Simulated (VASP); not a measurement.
# BeS (P6_3/mmc) in VASP: further runs

Runs on BeS. Level: PBE. Tasks: single point.

Everything below comes from runs of VASP 6.6.1. Logs are shortened: lines on timing, memory, paths and dates and some standing lists are left out, and cuts for length are marked.

### 1 The cell of the first run

It takes space group P6_3/mmc (No. 194, hexagonal). The conventional cell has a = 3.354 Å, b = 3.354 Å, c = 5.341 Å, α = 90.00°, β = 90.00°, γ = 120.00°. Within 3.1 Å of Be (site symmetry -3m) lie 6 S at 2.35 Å and 2 Be at 2.67 Å. S (site symmetry -6m2) has 6 Be at 2.35 Å within 3.1 Å.

### 2 Single point, PBE (volume changed by +5%)

INCAR reads:

```
SYSTEM = BeS
PREC = Accurate ; ENCUT = 520
EDIFF = 1E-6 ; ISMEAR = 0
SIGMA = 0.01 ; LREAL = .FALSE.
LASPH = .TRUE. ; NELM = 80
ALGO = Normal ; ISIF = 2
LWAVE = .FALSE. ; LCHARG = .FALSE.
GGA = PE ; NBANDS = 16
```

KPOINTS reads:

```
regular mesh
0
G
  6 6 2
  0 0 0
```

POSCAR reads:

```
BeS
1.0
    3.3543478033      0.0000000000      0.0000000000
   -1.6771739016      2.9049504108      0.0000000000
    0.0000000000      0.0000000000      5.3413886086
Be S
2 2
Direct
    0.0000000000      0.0000000000      0.0000000000
    0.0000000000      0.0000000000      0.5000000000
    0.3333333333      0.6666666667      0.2500000000
    0.6666666667      0.3333333333      0.7500000000
```

Potentials or basis: VASP PAW PBE potentials, release 64 (Be, S).

Started as:

```console
> cat potpaw_PBE.64/Be/POTCAR potpaw_PBE.64/S/POTCAR > POTCAR
> mpirun -np 1 vasp_std > vasp.out
```

OUTCAR:

```text
SYSTEM = BeS
   PREC = Accurate
   ENCUT = 520
   EDIFF = 1E-6
   ISMEAR = 0
   LREAL = .FALSE.
   LASPH = .TRUE.
   NELM = 80
   ISIF = 2
   GGA = PE

 ion  position               nearest neighbor table
   1  0.000  0.000  0.000-   3 2.35   4 2.35   3 2.35   4 2.35   4 2.35   3 2.35
   2  0.000  0.000  0.500-   3 2.35   4 2.35   3 2.35   4 2.35   4 2.35   3 2.35
   3  0.333  0.667  0.250-   1 2.35   2 2.35   1 2.35   2 2.35   1 2.35   2 2.35
   4  0.667  0.333  0.750-   1 2.35   2 2.35   1 2.35   2 2.35   1 2.35   2 2.35

  LATTYP: Found a hexagonal cell.
 ALAT       =     3.3543478033
 C/A-ratio  =     1.5923776906

  Lattice vectors:

 A1 = (   3.3543478033,   0.0000000000,   0.0000000000)
 A2 = (  -1.6771739016,   2.9049504108,   0.0000000000)
 A3 = (   0.0000000000,   0.0000000000,   5.3413886086)

Analysis of symmetry for initial positions (statically):
=====================================================================
 Subroutine PRICEL returns:
 Original cell was already a primitive cell.

 Routine SETGRP: Setting up the symmetry group for a
 hexagonal supercell.

 Subroutine GETGRP returns: Found 24 space group operations
 (whereof 12 operations were pure point group operations)
 out of a pool of 24 trial point group operations.

The static configuration has the point symmetry D_3d.
 The point group associated with its full space group is D_6h.

Analysis of symmetry for dynamics (positions and initial velocities):
=====================================================================
 Subroutine PRICEL returns:
 Original cell was already a primitive cell.

 Routine SETGRP: Setting up the symmetry group for a
 hexagonal supercell.

 Subroutine GETGRP returns: Found 24 space group operations
 (whereof 12 operations were pure point group operations)
 out of a pool of 24 trial point group operations.

The dynamic configuration has the point symmetry D_3d.
 The point group associated with its full space group is D_6h.

 Subroutine INISYM returns: Found 24 space group operations
 (whereof 12 operations are pure point group operations),
 and found     1 'primitive' translations

----------------------------------------------------------------------------------------

                                     Primitive cell

  volume of cell :      52.0476

  direct lattice vectors                    reciprocal lattice vectors
     3.354347803  0.000000000  0.000000000     0.298120546  0.172119978  0.000000000
[... 83 lines left out ...]
   IBRION =     -1    ionic relax: 0-MD 1-quasi-New 2-CG
   NFREE  =      0    steps in history (QN), initial steepest desc. (CG)
   ISIF   =      2    stress and relaxation
   ISYM   =      2    0-nonsym 1-usesym 2-fastsym
   POTIM  = 0.5000    time-step for ionic-motion
   TEBEG  =    0.0;   TEEND  =   0.0 temperature during run
   PSTRESS=    0.0 pullay stress
   NELECT =      16.0000    total number of electrons
   NUPDOWN=      -1.0000    fix difference up-down
   EMIN   =  10.00;   EMAX   =-10.00  energy-range for DOS
   EFERMI =   0.00;   METHOD = LEGACY
   ISMEAR =     0;   SIGMA  =   0.01  broadening in eV -4-tet -1-fermi 0-gaus
   EFERMI_NEDOS =   21; number of points for ismear=-14 and -15
   IALGO  =     38    algorithm
   IMIX   =      4    mixing-type and parameters
     AMIX     =   0.40;   BMIX     =  1.00
     AMIX_MAG =   1.60;   BMIX_MAG =  1.00
  volume/ion in A,a.u.               =      13.01        87.81
  Fermi-wavevector in a.u.,A,eV,Ry     =   1.104878  2.087917 16.609398  1.220756
  Thomas-Fermi vector in A             =   2.241358
   LORBIT       =      0    0 simple, 1 ext, 2 COOP (PROOUT), +10 PAW based schemes
   GGA     = PE    functional components
   LHFCALC =     F    Hartree Fock is set to
   AEXX    =    0.0000 exact exchange contribution
   IVDW    =     0    specifies the selected vdW correction
   LEPSILON=     F    determine dielectric tensor
   LRPA    =     F    only Hartree local field effects (RPA)
 non-spin polarized calculation
 Gauss-broadening in eV      SIGMA  =   0.01
  energy-cutoff  :      520.00
  volume of cell :       52.05
 maximum number of plane-waves:      1412
 NGX is ok and might be reduce to    28
   NGX = 13   NGY = 13   NGZ = 19

 number of electron      15.9999999 magnetization

 Free energy of the ion-electron system (eV)
  ---------------------------------------------------
  ext. energy  EPLUGINS =         0.00000000
  ---------------------------------------------------
  free energy    TOTEN  =       -17.91250507 eV

  energy without entropy =      -17.91250507  energy(sigma->0) =      -17.91250507

 E-fermi :   6.1693     XC(G=0): -10.3974

 val. band max:        6.1097452591   @ k =   0.0000   0.0000   0.0000
 cond. band min:       7.5960209634   @ k =   0.3333   0.3333   0.0000
 fundamental gap:      1.4862757044
 Fermi energy:         6.1693463984

 k-point     1 :       0.0000    0.0000    0.0000
  band No.  band energies     occupation
      1      -8.6759      2.00000
      2      -6.4858      2.00000
      3      -0.7292      2.00000
      4       5.3877      2.00000
      5       5.3877      2.00000
      6       5.4150      2.00000
[... 243 lines left out ...]
      3       0.3750      2.00000
      4       0.3750      2.00000
      5       0.4594      2.00000
      6       0.4594      2.00000
[... 8 lines left out ...]
     15      16.4570      0.00000
     16      16.4570      0.00000

------------------------ aborting loop because EDIFF is reached ----------------------------------------

  FORCE on cell =-STRESS in cart. coord.  units (eV):
  Direction    XX          YY          ZZ          XY          YZ          ZX
  --------------------------------------------------------------------------------------
  -------------------------------------------------------------------------------------
  Total       -1.5584376     -1.5584376     -1.6035868     -0.0000000      0.0000000     -0.0000000
  in kB      -47.9732362    -47.9732362    -49.3630600     -0.0000000      0.0000000     -0.0000000
  external PRESSURE =     -48.4365108 kB  Pullay stress =       0.0000000 kB

 VOLUME and BASIS-vectors are now :
 -----------------------------------------------------------------------------
  energy-cutoff  :      520.00
  volume of cell :       52.05
      direct lattice vectors                 reciprocal lattice vectors
     3.354347803  0.000000000  0.000000000     0.298120546  0.172119978  0.000000000
    -1.677173902  2.904950411  0.000000000     0.000000000  0.344239955  0.000000000
     0.000000000  0.000000000  5.341388609     0.000000000  0.000000000  0.187217234

 POSITION                                       TOTAL-FORCE (eV/Angst)
 -----------------------------------------------------------------------------------
      0.00000      0.00000      0.00000         0.000000      0.000000      0.000000
      0.00000      0.00000      2.67069         0.000000      0.000000      0.000000
     -0.00000      1.93663      1.33535        -0.000000      0.000000     -0.000000
      1.67717      0.96832      4.00604         0.000000     -0.000000      0.000000
 -----------------------------------------------------------------------------------
    total drift:                                0.000000     -0.000000     -0.000000

  FREE ENERGIE OF THE ION-ELECTRON SYSTEM (eV)
  ---------------------------------------------------
  free  energy   TOTEN  =       -17.9125050689 eV

  energy  without entropy=      -17.9125050689  energy(sigma->0) =      -17.91250507
```

OSZICAR:

```text
N       E                     dE             d eps       ncg     rms          rms(c)
DAV:   1     0.553660936501E+02    0.55366E+02   -0.69317E+03   448   0.873E+02
DAV:   2    -0.141525484319E+02   -0.69519E+02   -0.61399E+02   616   0.162E+02
DAV:   3    -0.180271006629E+02   -0.38746E+01   -0.37820E+01   576   0.409E+01
DAV:   4    -0.180743569664E+02   -0.47256E-01   -0.47234E-01   584   0.526E+00
DAV:   5    -0.180752974308E+02   -0.94046E-03   -0.94041E-03   584   0.719E-01    0.870E+00
DAV:   6    -0.179234320049E+02    0.15187E+00   -0.19466E-01   600   0.235E+00    0.582E+00
DAV:   7    -0.179159221538E+02    0.75099E-02   -0.11946E-01   600   0.192E+00    0.129E+00
DAV:   8    -0.179124201839E+02    0.35020E-02   -0.12598E-02   512   0.640E-01    0.157E-01
DAV:   9    -0.179124686099E+02   -0.48426E-04   -0.80403E-04   616   0.175E-01    0.296E-02
DAV:  10    -0.179124981930E+02   -0.29583E-04   -0.26930E-05   544   0.362E-02    0.123E-02
DAV:  11    -0.179125046356E+02   -0.64426E-05   -0.89738E-06   544   0.206E-02    0.110E-02
DAV:  12    -0.179125050689E+02   -0.43332E-06   -0.27335E-07   416   0.369E-03
   1 F= -.17912505E+02 E0= -.17912505E+02  d E =-.292865E-19
```

It took 15 s on 1 thread of Intel Xeon 6975P-C, shared host; peak memory 0.17 GiB.

What came out:

```
Free energy            : -17.9125 eV
Pressure               : -4.8 GPa
Band gap on the k mesh : 1.49 eV, indirect (least direct gap 3.36 eV)
```

Caveat: the k points lie up to 0.59 Å⁻¹ apart. A k mesh can miss the band edges.

### 3 Single point, PBE (volume changed by +10%)

INCAR reads:

```
PREC = Accurate
ENCUT = 520
EDIFF = 1E-7
ISMEAR = 0
SIGMA = 0.01
LREAL = F
LASPH = T
NELM = 100
ALGO = Normal
ISIF = 2
LWAVE = F
LCHARG = F
GGA = PE
NBANDS = 16
```

KPOINTS reads:

```
Automatic mesh
0
Gamma
  6 6 2
```

POSCAR reads:

```
BeS
1.0
    3.4067679547      0.0000000000      0.0000000000
   -1.7033839773      2.9503475936      0.0000000000
    0.0000000000      0.0000000000      5.4248612882
Be S
2 2
Direct
    0.0000000000      0.0000000000      0.0000000000
    0.0000000000      0.0000000000      0.5000000000
    0.3333333333      0.6666666667      0.2500000000
    0.6666666667      0.3333333333      0.7500000000
```

Potentials or basis: VASP PAW PBE potentials, release 64 (Be, S).

Started as:

```console
> cat potpaw_PBE.64/Be/POTCAR potpaw_PBE.64/S/POTCAR > POTCAR
> mpirun -np 1 vasp_std > vasp.out
```

Run time: 18 s. Hardware: 1 thread of Intel Xeon 6975P-C, shared host; peak memory 0.17 GiB.

Results (log left out):

- Free energy: -17.8077 eV
- Pressure: -8.6 GPa
- Band gap on the k mesh: 1.50 eV, indirect (least direct gap 3.28 eV)

Stress tensor (GPa, compression positive):
```
-8.60  0.00  0.00
 0.00 -8.60  0.00
 0.00  0.00 -8.74
```

Levels at points of the mesh, in eV from the valence-band top:
| k point | band 6 | band 7 | band 8 | band 9 | band 10 | band 11 |
| --- | --- | --- | --- | --- | --- | --- |
| (0.00, 0.00, 0.00) | -0.65 | -0.65 | 0.00 | 3.28 | 3.85 | 5.72 |
| (0.50, 0.00, 0.00) | -3.02 | -2.34 | -0.53 | 3.35 | 3.66 | 3.73 |
| (0.00, 0.00, 0.50) | -0.59 | -0.59 | -0.59 | 3.97 | 3.97 | 5.27 |
| (0.50, 0.00, 0.50) | -2.09 | -2.00 | -2.00 | 3.03 | 3.03 | 4.65 |

Caveat: the k points lie up to 0.58 Å⁻¹ apart.
